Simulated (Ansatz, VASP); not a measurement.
Li in VASP and in Ansatz

```
CELL_PARAMETERS angstrom
3.15874 0.00000 0.00000
-1.57937 2.73555 0.00000
0.00000 0.00000 4.94021
ATOMIC_POSITIONS crystal
Li 0.33333 0.66667 0.25000
Li 0.66667 0.33333 0.75000
```

Change from the starting cell: z stretched by -3 % at fixed volume, crystal datasets.

Alike in both runs: task electric field gradients; functional PBE; k mesh 15 × 15 × 8; occupations fermi-dirac, width 0.08 eV; no spin polarisation.

```csv
,VASP,Ansatz
version,VASP 6.6.1,Ansatz 0.2.0
potentials or method,"VASP PAW PBE potentials, release 64 (Li_sv), cutoff 520 eV","all-electron PAW with datasets made for the crystal, scalar-relativistic"
```

|  | VASP | Ansatz | Ansatz less VASP |
| --- | --- | --- | --- |
| size of Vzz on the site where it differs most (V/Å²) | 0.2 | 0.2 | -0.04 |

Ansatz ran all-electron here, and VASP with PAW potentials.

Noted on VASP's run: the cutoff is under 1.25 times that of the potentials, so the pressure is a little rough.
